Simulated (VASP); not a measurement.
# Ti (Im-3m) in VASP: further runs

Ti is run at these levels: RPBE+D3(BJ), LDA, r2SCAN+rVV10; tasks: relaxation of cell and atoms, single point.

Program: VASP 6.6.1. These are calculated values, not measurements. Logs are shortened: lines on timing, memory, paths and dates and some standing lists are left out, and cuts for length are marked.

### 1 The cell of the first run

Symmetry: Im-3m, No. 229, cubic system. Conventional cell: a = 3.282 Å, b = 3.282 Å, c = 3.282 Å, α = 90.00°, β = 90.00°, γ = 90.00°. Within 3.7 Å of Ti (site symmetry m-3m) lie 14 Ti at 2.84 to 3.28 Å.

### 2 Relaxation of cell and atoms, RPBE+D3(BJ)

Contents of INCAR:

```
PREC     = Accurate       # precision mode
ENCUT    = 600            # plane-wave cutoff, eV
EDIFF    = 1E-6           # SCF threshold, eV
ISMEAR   = -1             # smearing method
SIGMA    = 0.05           # smearing width, eV
LREAL    = False          # projectors in reciprocal space
LASPH    = True           # aspherical terms in the spheres
NELM     = 100            # most SCF steps
ALGO     = Normal         # electronic algorithm
ISIF     = 3              # what is computed and relaxed
LWAVE    = False          # write WAVECAR
LCHARG   = False          # write CHGCAR
GGA      = RP             # functional
IVDW     = 12             # dispersion correction
IBRION   = 2              # ionic algorithm
NSW      = 60             # ionic steps
EDIFFG   = -0.01          # ionic threshold
```

Contents of KPOINTS:

```
regular mesh
0
Gamma
  11 11 11
```

Contents of POSCAR:

```
Ti
1.0
   -1.6410000000      1.6410000000      1.6410000000
    1.6410000000     -1.6410000000      1.6410000000
    1.6410000000      1.6410000000     -1.6410000000
Ti
1
Direct
    0.0000000000      0.0000000000      0.0000000000
```

Potentials or basis: VASP PAW PBE potentials, release 64 (Ti_sv).

Launch:

```bash
> cat potpaw_PBE.64/Ti_sv/POTCAR > POTCAR
> mpirun -np 1 vasp_std > vasp.out
```

OUTCAR:

```text
PREC = Accurate
   ENCUT = 600
   EDIFF = 1E-6
   ISMEAR = -1
   LREAL = False
   LASPH = True
   NELM = 100
   ISIF = 3
   GGA = RP
   IVDW = 12
   IBRION = 2
   NSW = 60
   EDIFFG = -0.01
 IVDW          = 12

 ion  position               nearest neighbor table
   1  0.000  0.000  0.000-

  LATTYP: Found a body centered cubic cell.
 ALAT       =     3.2820000000

  Lattice vectors:

 A1 = (  -1.6410000000,   1.6410000000,   1.6410000000)
 A2 = (   1.6410000000,  -1.6410000000,   1.6410000000)
 A3 = (   1.6410000000,   1.6410000000,  -1.6410000000)

Analysis of symmetry for initial positions (statically):
=====================================================================
 Subroutine PRICEL returns:
 Original cell was already a primitive cell.

 Routine SETGRP: Setting up the symmetry group for a
 body centered cubic supercell.

 Subroutine GETGRP returns: Found 48 space group operations
[... 9 lines left out ...]

 Routine SETGRP: Setting up the symmetry group for a
 body centered cubic supercell.

 Subroutine GETGRP returns: Found 48 space group operations
[... 11 lines left out ...]
                                     Primitive cell

  volume of cell :      17.6761

  direct lattice vectors                    reciprocal lattice vectors
    -1.641000000  1.641000000  1.641000000     0.000000000  0.304692261  0.304692261
     1.641000000 -1.641000000  1.641000000     0.304692261  0.000000000  0.304692261
     1.641000000  1.641000000 -1.641000000     0.304692261  0.304692261  0.000000000

  length of vectors
     2.842295375  2.842295375  2.842295375     0.430899928  0.430899928  0.430899928

  position of ions in fractional coordinates (direct lattice)
     0.000000000  0.000000000  0.000000000

  ion indices of the primitive-cell ions
   primitive index   ion index
                 1           1

----------------------------------------------------------------------------------------

 KPOINTS: regular mesh

Automatic generation of k-mesh.
 Grid dimensions read from file:
 generate k-points for:   11   11   11

 Generating k-lattice:

  Cartesian coordinates                     Fractional coordinates (reciprocal lattice)
     0.000000000  0.027699296  0.027699296     0.090909091  0.000000000  0.000000000
     0.027699296  0.000000000  0.027699296     0.000000000  0.090909091  0.000000000
     0.027699296  0.027699296  0.000000000     0.000000000  0.000000000  0.090909091

  Length of vectors
     0.039172721  0.039172721  0.039172721

  Shift w.r.t. Gamma in fractional coordinates (k-lattice)
[... 37 lines left out ...]
   dimension x,y,z NGX =    24 NGY =   24 NGZ =   24
   dimension x,y,z NGXF=    48 NGYF=   48 NGZF=   48
   ions per type =               1
   NGX,Y,Z   is equivalent  to a cutoff of  14.04, 14.04, 14.04 a.u.
   NGXF,Y,Z  is equivalent  to a cutoff of  28.08, 28.08, 28.08 a.u.
 SYSTEM =  unknown system
   PREC   = accura    normal or accurate (medium, high low for compatibility)
   ISTART =      0    job   : 0-new  1-cont  2-samecut
   ICHARG =      2    charge: 1-file 2-atom 10-const
   ISPIN  =      1    spin polarized calculation?
   LNONCOLLINEAR =      F non collinear calculations
   LSORBIT =      F    spin-orbit coupling
   LASPH  =      T    aspherical Exc in radial PAW
   ENCUT  =  600.0 eV  44.10 Ry    6.64 a.u.   5.68  5.68  5.68*2*pi/ulx,y,z
   NELM   =    100;   NELMIN=  2; NELMDL= -5     # of ELM steps
   EDIFF  = 0.1E-05   stopping-criterion for ELM
   LREAL  =      F    real-space projection
   EDIFFG = -.1E-01   stopping-criterion for IOM
   NSW    =     60    number of steps for IOM
   IBRION =      2    ionic relax: 0-MD 1-quasi-New 2-CG
   NFREE  =      1    steps in history (QN), initial steepest desc. (CG)
   ISIF   =      3    stress and relaxation
   ISYM   =      2    0-nonsym 1-usesym 2-fastsym
   POTIM  = 0.5000    time-step for ionic-motion
   TEBEG  =    0.0;   TEEND  =   0.0 temperature during run
   PSTRESS=    0.0 pullay stress
   NELECT =      12.0000    total number of electrons
   NUPDOWN=      -1.0000    fix difference up-down
   EMIN   =  10.00;   EMAX   =-10.00  energy-range for DOS
   EFERMI =   0.00;   METHOD = LEGACY
   ISMEAR =    -1;   SIGMA  =   0.05  broadening in eV -4-tet -1-fermi 0-gaus
   EFERMI_NEDOS =   21; number of points for ismear=-14 and -15
   IALGO  =     38    algorithm
   IMIX   =      4    mixing-type and parameters
     AMIX     =   0.40;   BMIX     =  1.00
     AMIX_MAG =   1.60;   BMIX_MAG =  1.00
  volume/ion in A,a.u.               =      17.68       119.28
  Fermi-wavevector in a.u.,A,eV,Ry     =   1.438821  2.718977 28.166848  2.070205
  Thomas-Fermi vector in A             =   2.557745
   LORBIT       =      0    0 simple, 1 ext, 2 COOP (PROOUT), +10 PAW based schemes
   GGA     = RP    functional components
   LHFCALC =     F    Hartree Fock is set to
   AEXX    =    0.0000 exact exchange contribution
   IVDW    =    12    specifies the selected vdW correction
   LEPSILON=     F    determine dielectric tensor
   LRPA    =     F    only Hartree local field effects (RPA)
 conjugate gradient relaxation of ions
 non-spin polarized calculation
  energy-cutoff  :      600.00
  volume of cell :       17.68
 maximum number of plane-waves:       603
   NGX = 11   NGY = 11   NGZ = 11

--------------------------------------- Ionic step        1  -------------------------------------------

 number of electron      12.0000001 magnetization

 Free energy of the ion-electron system (eV)
  ---------------------------------------------------
  ext. energy  EPLUGINS =         0.00000000
  ---------------------------------------------------
  free energy    TOTEN  =        -7.33053199 eV

  energy without entropy =       -7.30759828  energy(sigma->0) =       -7.31906513

 E-fermi :   8.0178     XC(G=0): -11.3030

 val. band max:        8.0152280061   @ k =   0.1818   0.0909   0.0909
 cond. band min:       8.0269427633   @ k =  -0.4545  -0.4545   0.0909
 fundamental gap:      0.0117147572
 Fermi energy:         8.0178233906

 k-point     1 :       0.0000    0.0000    0.0000
  band No.  band energies     occupation
      1     -48.6858      2.00000
      2     -24.4962      2.00000
      3     -24.4962      2.00000
      4     -24.4962      2.00000
      5       2.0867      2.00000
      6       9.0095      0.00000
      7       9.0095      0.00000
      8       9.0095      0.00000
      9      10.7201      0.00000
     10      10.7201      0.00000
[... 415 lines left out ...]
--------------------------------------- Ionic step        4  -------------------------------------------

 number of electron      12.0000002 magnetization

 Free energy of the ion-electron system (eV)
  ---------------------------------------------------
  ext. energy  EPLUGINS =         0.00000000
  ---------------------------------------------------
  free energy    TOTEN  =        -6.49841658 eV

  energy without entropy =       -6.48984547  energy(sigma->0) =       -6.49413103

 E-fermi :  12.2704     XC(G=0): -13.0913

 val. band max:       12.2162732989   @ k =   0.2727   0.1818   0.1818
 cond. band min:      12.2956464899   @ k =   0.1818   0.1818   0.0000
 fundamental gap:      0.0793731910
 Fermi energy:        12.2704195480

 k-point     1 :       0.0000    0.0000    0.0000
  band No.  band energies     occupation
      1     -43.9431      2.00000
      2     -19.0234      2.00000
      3     -19.0234      2.00000
      4     -19.0234      2.00000
      5       5.8061      2.00000
      6      13.4790      0.00000
      7      13.4790      0.00000
      8      13.4790      0.00000
      9      16.0963      0.00000
     10      16.0963      0.00000
[... 331 lines left out ...]
  FREE ENERGIE OF THE ION-ELECTRON SYSTEM (eV)
  ---------------------------------------------------
  free  energy   TOTEN  =       -11.5533123143 eV

  energy  without entropy=      -11.5447412018  energy(sigma->0) =      -11.54902676

 reached required accuracy - stopping structural energy minimisation
```

It took 24 s on 1 thread of Intel Xeon Platinum 8488C (Sapphire Rapids), shared host; peak memory 0.16 GiB.

Results:

```yaml
Free_energy: -11.5533 eV
Relaxed_volume: 12.36 Å³/atom
Relaxed_cell: a = 2.523 Å, b = 2.523 Å, c = 2.523 Å, α = 109.47°, β = 109.47°, γ = 109.47°
Space_group_after_relaxing_to_0.05_Å: Im-3m (No. 229)
Energy_gained_by_relaxing: 754.7 meV/atom
Ionic_steps: 4
Pressure_after_relaxing: -0.1 GPa
Band_gap_on_the_k_mesh: zero (band 6 reaches 13.48 eV, above the bottom of band 7 at 11.35 eV)
Dispersion_energy_per_atom: -5.055 eV
```

The path:
| step | energy change (eV) | largest force (eV/Å) | pressure (GPa) | volume (Å³) |
| --- | --- | --- | --- | --- |
| 1 | 0.0000 | 0.0000 | -36.58 | 17.68 |
| 2 | -0.2072 | 0.0000 | 66.85 | 9.23 |
| 3 | -0.7539 | 0.0000 | -1.91 | 12.49 |
| 4 | -0.7547 | 0.0000 | -0.11 | 12.36 |

Final structure:
```yaml
crystal:
  lattice:
    - [-1.45658, 1.45658, 1.45658]
    - [1.45658, -1.45658, 1.45658]
    - [1.45658, 1.45658, -1.45658]
  atoms:
    - { symbol: Ti, position: [0.00000, 0.00000, 0.00000] }
```

Levels at points of the mesh, in eV from the Fermi level:
```tsv
k point	band 2	band 3	band 4	band 5	band 6	band 7	band 8	band 9	band 10
(0.00, 0.00, 0.00)	-31.29	-31.29	-31.29	-6.46	1.21	1.21	1.21	3.83	3.83
```

Caveat: the volume moved by over 15 % at a fixed basis, so the end points are rough; the PAW data sets were made with another functional, which shifts forces and pressure a little; the volume moved by -30 % from the deposited cell, more than functionals usually miss; pairwise dispersion overbinds metals, which lowers pressure and volume.

[end of part 1 of 2]
